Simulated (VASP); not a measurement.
# GaP (I-4m2) in VASP: further runs

GaP is run at these levels: PBEsol; tasks: single point.

Everything below comes from runs of VASP 6.6.1. Logs are shortened: lines on timing, memory, paths and dates and some standing lists are left out, and cuts for length are marked.

## (1) The cell of the first run

Symmetry: I-4m2, No. 119, tetragonal system. Conventional cell: a = 3.826 Å, b = 3.826 Å, c = 5.461 Å, α = 90.00°, β = 90.00°, γ = 90.00°. Within 3.1 Å of Ga (site symmetry -4m2) lie 4 P at 2.35 Å. P (site symmetry -4m2) has 4 Ga at 2.35 Å within 3.1 Å.

## (2) Single point, PBEsol (in-plane strain -0.005, then relaxed in part)

File INCAR:

```
ALGO = Normal ; EDIFF = 1E-6
ENCUT = 520 ; GGA = PS
ISIF = 2 ; ISMEAR = 0
LASPH = T ; LCHARG = F
LREAL = F ; LWAVE = F
NBANDS = 16 ; NELM = 60
PREC = Accurate ; SIGMA = 0.01
```

File KPOINTS:

```
k-points
0
Gamma
  8 8 8
```

File POSCAR:

```
GaP
1.0
    2.7056678004      2.7056678004      0.0000000000
   -2.7056678004      2.7056678004      0.0000000000
    0.0000000000      2.7056678004      2.7304393445
Ga P
1 1
Direct
    0.0000000000      0.0000000000      0.0000000000
    0.7500000000      0.2500000000      0.5000000000
```

Potentials or basis: VASP PAW PBE potentials, release 64 (Ga_d, P).

On the command line:

```console
$ cat potpaw_PBE.64/Ga_d/POTCAR potpaw_PBE.64/P/POTCAR > POTCAR
$ mpirun -np 1 vasp_std > vasp.out
```

OUTCAR:

```text
EDIFF = 1E-6
   ENCUT = 520
   GGA = PS
   ISIF = 2
   ISMEAR = 0
   LASPH = T
   LREAL = F
   NELM = 60
   PREC = Accurate

 ion  position               nearest neighbor table
   1  0.000  0.000  0.000-   2 2.35   2 2.35   2 2.35   2 2.35
   2  0.750  0.250  0.500-   1 2.35   1 2.35   1 2.35   1 2.35

  LATTYP: Found a body centered tetragonal cell.
 ALAT       =     3.8263920986
 C/A-ratio  =     1.4271612914

  Lattice vectors:

 A1 = (   2.7056678004,   0.0000000000,  -2.7304393445)
 A2 = (  -2.7056678004,   0.0000000000,  -2.7304393445)
 A3 = (   0.0000000000,   2.7056678004,   2.7304393445)

Analysis of symmetry for initial positions (statically):
=====================================================================
 Subroutine PRICEL returns:
 Original cell was already a primitive cell.

 Routine SETGRP: Setting up the symmetry group for a
 body centered tetragonal supercell.

 Subroutine GETGRP returns: Found  8 space group operations
 (whereof  8 operations were pure point group operations)
 out of a pool of 16 trial point group operations.

The static configuration has the point symmetry D_2d.

Analysis of symmetry for dynamics (positions and initial velocities):
=====================================================================
 Subroutine PRICEL returns:
 Original cell was already a primitive cell.

 Routine SETGRP: Setting up the symmetry group for a
 body centered tetragonal supercell.

 Subroutine GETGRP returns: Found  8 space group operations
 (whereof  8 operations were pure point group operations)
 out of a pool of 16 trial point group operations.

The dynamic configuration has the point symmetry D_2d.

 Subroutine INISYM returns: Found  8 space group operations
 (whereof  8 operations are pure point group operations),
 and found     1 'primitive' translations

----------------------------------------------------------------------------------------

                                     Primitive cell

  volume of cell :      39.9771

  direct lattice vectors                    reciprocal lattice vectors
     2.705667800  2.705667800  0.000000000     0.184797261  0.184797261 -0.183120713
    -2.705667800  2.705667800  0.000000000    -0.184797261  0.184797261 -0.183120713
     0.000000000  2.705667800  2.730439345     0.000000000  0.000000000  0.366241426

  length of vectors
     3.826392099  3.826392099  3.843948134     0.319113226  0.319113226  0.366241426

  position of ions in fractional coordinates (direct lattice)
     0.000000000  0.000000000  0.000000000
     0.750000000  0.250000000  0.500000000

  ion indices of the primitive-cell ions
   primitive index   ion index
                 1           1
                 2           2

----------------------------------------------------------------------------------------

 KPOINTS: k-points

Automatic generation of k-mesh.
 Grid dimensions read from file:
 generate k-points for:    8    8    8

 Generating k-lattice:

  Cartesian coordinates                     Fractional coordinates (reciprocal lattice)
     0.023099658  0.023099658 -0.022890089     0.125000000  0.000000000  0.000000000
    -0.023099658  0.023099658 -0.022890089     0.000000000  0.125000000  0.000000000
     0.000000000  0.000000000  0.045780178     0.000000000  0.000000000  0.125000000

  Length of vectors
     0.039889153  0.039889153  0.045780178

  Shift w.r.t. Gamma in fractional coordinates (k-lattice)
     0.000000000  0.000000000  0.000000000

 Subroutine IBZKPT returns following result:
 ===========================================

 Found     59 irreducible k-points:

 Following reciprocal coordinates:
            Coordinates               Weight
  0.000000  0.000000  0.000000      1.000000
  0.125000  0.000000  0.000000      8.000000
  0.250000  0.000000  0.000000      8.000000
  0.375000  0.000000  0.000000      8.000000
  0.500000  0.000000  0.000000      4.000000
  0.125000  0.125000  0.000000      8.000000
[... 16 lines left out ...]
  0.250000  0.000000  0.125000      4.000000
  0.375000  0.000000  0.125000      8.000000
 [... further k-points ...]
   k-points           NKPTS =     59   k-points in BZ     NKDIM =     59   number of bands    NBANDS=     16
   number of dos      NEDOS =    301   number of ions     NIONS =      2
   total plane-waves  NPLWV =  23520
   dimension x,y,z NGX =    28 NGY =   28 NGZ =   30
   dimension x,y,z NGXF=    56 NGYF=   56 NGZF=   60
   ions per type =               1   1
   NGX,Y,Z   is equivalent  to a cutoff of  12.17, 12.17, 12.97 a.u.
   NGXF,Y,Z  is equivalent  to a cutoff of  24.33, 24.33, 25.95 a.u.
 SYSTEM =  unknown system
   PREC   = accura    normal or accurate (medium, high low for compatibility)
   ISTART =      0    job   : 0-new  1-cont  2-samecut
   ICHARG =      2    charge: 1-file 2-atom 10-const
   ISPIN  =      1    spin polarized calculation?
   LNONCOLLINEAR =      F non collinear calculations
   LSORBIT =      F    spin-orbit coupling
   LASPH  =      T    aspherical Exc in radial PAW
   ENCUT  =  520.0 eV  38.22 Ry    6.18 a.u.   7.11  7.11  7.15*2*pi/ulx,y,z
   NELM   =     60;   NELMIN=  2; NELMDL= -5     # of ELM steps
   EDIFF  = 0.1E-05   stopping-criterion for ELM
   LREAL  =      F    real-space projection
   EDIFFG = 0.1E-04   stopping-criterion for IOM
   NSW    =      0    number of steps for IOM
   IBRION =     -1    ionic relax: 0-MD 1-quasi-New 2-CG
   NFREE  =      0    steps in history (QN), initial steepest desc. (CG)
   ISIF   =      2    stress and relaxation
   ISYM   =      2    0-nonsym 1-usesym 2-fastsym
   POTIM  = 0.5000    time-step for ionic-motion
   TEBEG  =    0.0;   TEEND  =   0.0 temperature during run
   PSTRESS=    0.0 pullay stress
   NELECT =      18.0000    total number of electrons
   NUPDOWN=      -1.0000    fix difference up-down
   EMIN   =  10.00;   EMAX   =-10.00  energy-range for DOS
   EFERMI =   0.00;   METHOD = LEGACY
   ISMEAR =     0;   SIGMA  =   0.01  broadening in eV -4-tet -1-fermi 0-gaus
   EFERMI_NEDOS =   21; number of points for ismear=-14 and -15
   IALGO  =     38    algorithm
   IMIX   =      4    mixing-type and parameters
     AMIX     =   0.40;   BMIX     =  1.00
     AMIX_MAG =   1.60;   BMIX_MAG =  1.00
  volume/ion in A,a.u.               =      19.99       134.89
  Fermi-wavevector in a.u.,A,eV,Ry     =   1.254763  2.371159 21.421437  1.574431
  Thomas-Fermi vector in A             =   2.388553
   LORBIT       =      0    0 simple, 1 ext, 2 COOP (PROOUT), +10 PAW based schemes
   GGA     = PS    functional components
   LHFCALC =     F    Hartree Fock is set to
   AEXX    =    0.0000 exact exchange contribution
   IVDW    =     0    specifies the selected vdW correction
   LEPSILON=     F    determine dielectric tensor
   LRPA    =     F    only Hartree local field effects (RPA)
 non-spin polarized calculation
 Gauss-broadening in eV      SIGMA  =   0.01
  energy-cutoff  :      520.00
  volume of cell :       39.98
 maximum number of plane-waves:      1098
   NGX = 15   NGY = 15   NGZ = 15

 number of electron      18.0000009 magnetization

 Free energy of the ion-electron system (eV)
  ---------------------------------------------------
  ext. energy  EPLUGINS =         0.00000000
  ---------------------------------------------------
  free energy    TOTEN  =        -9.92029428 eV

  energy without entropy =       -9.92029428  energy(sigma->0) =       -9.92029428

 E-fermi :   4.8272     XC(G=0): -10.0781

 val. band max:        4.7148617427   @ k =   0.0000   0.0000   0.0000
 cond. band min:       6.1667460962   @ k =   0.5000   0.5000   0.0000
 fundamental gap:      1.4518843535
 Fermi energy:         4.8272159086

 k-point     1 :       0.0000    0.0000    0.0000
  band No.  band energies     occupation
      1      -9.8677      2.00000
      2      -9.8650      2.00000
      3      -9.8650      2.00000
      4      -9.7619      2.00000
      5      -9.7608      2.00000
      6      -7.9220      2.00000
[... 8 lines left out ...]
     15      14.4012      0.00000
     16      14.5716      0.00000

 k-point     2 :       0.1250    0.0000    0.0000
  band No.  band energies     occupation
      1      -9.8808      2.00000
      2      -9.8618      2.00000
      3      -9.8601      2.00000
      4      -9.7620      2.00000
      5      -9.7607      2.00000
      6      -7.7147      2.00000
[... 8 lines left out ...]
     15      13.8862      0.00000
     16      14.2451      0.00000

 k-point     3 :       0.2500    0.0000    0.0000
  band No.  band energies     occupation
      1      -9.9129      2.00000
      2      -9.8512      2.00000
      3      -9.8496      2.00000
      4      -9.7610      2.00000
      5      -9.7591      2.00000
      6      -7.1270      2.00000
[... 8 lines left out ...]
     15      13.6513      0.00000
     16      14.4498      0.00000

 k-point     4 :       0.3750    0.0000    0.0000
  band No.  band energies     occupation
      1      -9.9416      2.00000
      2      -9.8432      2.00000
      3      -9.8415      2.00000
      4      -9.7573      2.00000
      5      -9.7548      2.00000
      6      -6.3022      2.00000
[... 8 lines left out ...]
     15      14.8365      0.00000
     16      14.8825      0.00000
[... 324 lines left out ...]
 k-point    22 :       0.0000    0.0000    0.1250
  band No.  band energies     occupation
      1      -9.8914      2.00000
      2      -9.8554      2.00000
      3      -9.8554      2.00000
      4      -9.7649      2.00000
      5      -9.7586      2.00000
      6      -7.6491      2.00000
[... 8 lines left out ...]
     15      14.5969      0.00000
     16      14.8146      0.00000

 k-point    23 :       0.2500    0.0000    0.1250
  band No.  band energies     occupation
      1      -9.9010      2.00000
      2      -9.8544      2.00000
      3      -9.8523      2.00000
      4      -9.7652      2.00000
      5      -9.7578      2.00000
      6      -7.3774      2.00000
[... 8 lines left out ...]
     15      14.1348      0.00000
     16      15.3954      0.00000

 k-point    24 :       0.3750    0.0000    0.1250
  band No.  band energies     occupation
      1      -9.9291      2.00000
      2      -9.8431      2.00000
      3      -9.8431      2.00000
      4      -9.7649      2.00000
      5      -9.7555      2.00000
      6      -6.6956      2.00000
[... 8 lines left out ...]
     15      15.1818      0.00000
     16      15.9040      0.00000

 [... further k-points ...]

------------------------ aborting loop because EDIFF is reached ----------------------------------------

  FORCE on cell =-STRESS in cart. coord.  units (eV):
  Direction    XX          YY          ZZ          XY          YZ          ZX
  --------------------------------------------------------------------------------------
  -------------------------------------------------------------------------------------
  Total        0.1603222      0.1603222     -0.0130290      0.0000000      0.0000000      0.0000000
  in kB        6.4252912      6.4252912     -0.5221663      0.0000000      0.0000000      0.0000000
  external PRESSURE =       4.1094720 kB  Pullay stress =       0.0000000 kB

 VOLUME and BASIS-vectors are now :
 -----------------------------------------------------------------------------
  energy-cutoff  :      520.00
  volume of cell :       39.98
      direct lattice vectors                 reciprocal lattice vectors
     2.705667800  2.705667800  0.000000000     0.184797261  0.184797261 -0.183120713
    -2.705667800  2.705667800  0.000000000    -0.184797261  0.184797261 -0.183120713
     0.000000000  2.705667800  2.730439345     0.000000000  0.000000000  0.366241426

 POSITION                                       TOTAL-FORCE (eV/Angst)
 -----------------------------------------------------------------------------------
      0.00000      0.00000      0.00000         0.000000     -0.000000      0.000000
      1.35283      4.05850      1.36522        -0.000000      0.000000      0.000000
 -----------------------------------------------------------------------------------
    total drift:                               -0.000000      0.000000     -0.000000

  FREE ENERGIE OF THE ION-ELECTRON SYSTEM (eV)
  ---------------------------------------------------
  free  energy   TOTEN  =        -9.9202942848 eV

  energy  without entropy=       -9.9202942848  energy(sigma->0) =       -9.92029428
```

It took 13 s on 1 thread of Intel Xeon 6975P-C (Granite Rapids), shared host; peak memory 0.17 GiB.

Results:

```yaml
Free_energy: -9.9203 eV
Pressure: 0.4 GPa
Band_gap_on_the_k_mesh: 1.45 eV, indirect (least direct gap 1.84 eV)
```

Caveat: the cell differs from its parent crystal (in-plane strain -0.005, then relaxed in part); the PAW data sets were made with another functional, which shifts forces and pressure a little. A k mesh can miss the band edges.

## (3) Single point, PBEsol (in-plane strain -0.005)

File INCAR:

```
ALGO     = Normal         # electronic algorithm
EDIFF    = 1E-6           # SCF threshold, eV
ENCUT    = 520            # plane-wave cutoff, eV
GGA      = PS             # functional
ISIF     = 2              # what is computed and relaxed
ISMEAR   = 0              # smearing method
LASPH    = True           # aspherical terms in the spheres
LCHARG   = False          # write CHGCAR
LREAL    = False          # projectors in reciprocal space
LWAVE    = False          # write WAVECAR
NBANDS   = 16             # bands
NELM     = 100            # most SCF steps
PREC     = Accurate       # precision mode
SIGMA    = 0.01           # smearing width, eV
```

KPOINTS is that of step 2.

Edit POSCAR of step 2 so:

```diff
@@ -4,3 +4,3 @@
    -2.7056678004      2.7056678004      0.0000000000
-    0.0000000000      2.7056678004      2.7304393445
+    0.0000000000      2.7056678004      2.7274219134
 Ga P
```

Potentials or basis: VASP PAW PBE potentials, release 64 (Ga_d, P).

On the command line:

```console
$ cat potpaw_PBE.64/Ga_d/POTCAR potpaw_PBE.64/P/POTCAR > POTCAR
$ mpirun -np 1 vasp_std > vasp.out
```

OUTCAR:

```text
EDIFF = 1E-6
   ENCUT = 520
   GGA = PS
   ISIF = 2
   ISMEAR = 0
   LASPH = True
   LREAL = False
   NELM = 100
   PREC = Accurate

 ion  position               nearest neighbor table
   1  0.000  0.000  0.000-   2 2.35   2 2.35   2 2.35   2 2.35
   2  0.750  0.250  0.500-   1 2.35   1 2.35   1 2.35   1 2.35

  LATTYP: Found a body centered tetragonal cell.
 ALAT       =     3.8263920986
 C/A-ratio  =     1.4255841237

  Lattice vectors:

 A1 = (   2.7056678004,   0.0000000000,  -2.7274219134)
 A2 = (  -2.7056678004,   0.0000000000,  -2.7274219134)
 A3 = (   0.0000000000,   2.7056678004,   2.7274219134)

Analysis of symmetry for initial positions (statically):
=====================================================================
 Subroutine PRICEL returns:
 Original cell was already a primitive cell.

 Routine SETGRP: Setting up the symmetry group for a
 body centered tetragonal supercell.

 Subroutine GETGRP returns: Found  8 space group operations
 (whereof  8 operations were pure point group operations)
 out of a pool of 16 trial point group operations.

[... 155 lines left out ...]
  ---------------------------------------------------
  ext. energy  EPLUGINS =         0.00000000
  ---------------------------------------------------
  free energy    TOTEN  =        -9.92027298 eV

  energy without entropy =       -9.92027298  energy(sigma->0) =       -9.92027298

 E-fermi :   4.8424     XC(G=0): -10.0832

 val. band max:        4.7241756345   @ k =   0.0000   0.0000   0.0000
 cond. band min:       6.1783622060   @ k =   0.5000   0.5000   0.0000
 fundamental gap:      1.4541865715
 Fermi energy:         4.8423796977

 k-point     1 :       0.0000    0.0000    0.0000
  band No.  band energies     occupation
      1      -9.8580      2.00000
      2      -9.8557      2.00000
      3      -9.8557      2.00000
      4      -9.7520      2.00000
      5      -9.7510      2.00000
      6      -7.9191      2.00000
[... 433 lines left out ...]
      3      -9.8335      2.00000
      4      -9.7550      2.00000
      5      -9.7458      2.00000
      6      -6.6913      2.00000
[... 8 lines left out ...]
     15      15.1980      0.00000
     16      15.9210      0.00000

 [... further k-points ...]
[... 5 lines left out ...]
  --------------------------------------------------------------------------------------
  -------------------------------------------------------------------------------------
  Total        0.1771461      0.1771461      0.0252617      0.0000000      0.0000000      0.0000000
  in kB        7.1074024      7.1074024      1.0135403      0.0000000      0.0000000      0.0000000
  external PRESSURE =       5.0761150 kB  Pullay stress =       0.0000000 kB

 VOLUME and BASIS-vectors are now :
 -----------------------------------------------------------------------------
  energy-cutoff  :      520.00
  volume of cell :       39.93
      direct lattice vectors                 reciprocal lattice vectors
     2.705667800  2.705667800  0.000000000     0.184797261  0.184797261 -0.183323305
    -2.705667800  2.705667800  0.000000000    -0.184797261  0.184797261 -0.183323305
     0.000000000  2.705667800  2.727421913     0.000000000  0.000000000  0.366646611

 POSITION                                       TOTAL-FORCE (eV/Angst)
 -----------------------------------------------------------------------------------
      0.00000      0.00000      0.00000        -0.000000     -0.000000      0.000000
      1.35283      4.05850      1.36371         0.000000      0.000000      0.000000
 -----------------------------------------------------------------------------------
    total drift:                               -0.000000      0.000000     -0.000000

  FREE ENERGIE OF THE ION-ELECTRON SYSTEM (eV)
  ---------------------------------------------------
  free  energy   TOTEN  =        -9.9202729783 eV

  energy  without entropy=       -9.9202729783  energy(sigma->0) =       -9.92027298
```

stdout:

```text
POSCAR found type information on POSCAR GaP
 POSCAR found :  2 types and       2 ions
 scaLAPACK will be used
 -----------------------------------------------------------------------------
|                                                                             |
|                                                                             |
|     You enforced a specific xc type in the INCAR file but a different       |
|     I HOPE YOU KNOW WHAT YOU ARE DOING!                                     |
|                                                                             |
 -----------------------------------------------------------------------------

 LDA part: xc-table for (Slater+PW92), standard interpolation
 POSCAR, INCAR and KPOINTS ok, starting setup
 FFT: planning ... GRIDC
 FFT: planning ... GRID_SOFT
 FFT: planning ... GRID
 WAVECAR not read
 entering main loop
```

It took 13 s on 1 thread of Intel Xeon 6975P-C (Granite Rapids), shared host; peak memory 0.18 GiB.

Results:

| Property | Result |
| --- | --- |
| Free energy | -9.9203 eV |
| Pressure | 0.5 GPa |
| Band gap on the k mesh | 1.45 eV, indirect (least direct gap 1.85 eV) |

Levels at points of the mesh, in eV from the valence-band top:
| k point | band 5 | band 6 | band 7 | band 8 | band 9 | band 10 | band 11 | band 12 | band 13 | band 14 |
| --- | --- | --- | --- | --- | --- | --- | --- | --- | --- | --- |
| (0.00, 0.00, 0.00) | -14.48 | -12.64 | -0.05 | 0.00 | 0.00 | 1.85 | 3.80 | 3.80 | 3.82 | 8.61 |
| (0.50, 0.00, 0.00) | -14.47 | -10.51 | -6.79 | -1.20 | -1.13 | 1.61 | 4.60 | 4.66 | 8.10 | 10.82 |
| (0.50, 0.50, 0.00) | -14.45 | -9.57 | -6.87 | -2.80 | -2.79 | 1.45 | 1.66 | 10.63 | 10.63 | 11.21 |
| (0.00, 0.00, 0.50) | -14.45 | -9.60 | -6.92 | -2.74 | -2.74 | 1.51 | 1.74 | 10.64 | 10.64 | 11.14 |

Caveat: the cell differs from its parent crystal (in-plane strain -0.005); the PAW data sets were made with another functional, which shifts forces and pressure a little. A k mesh can miss the band edges.

(Part 1 of 2 ends here.)
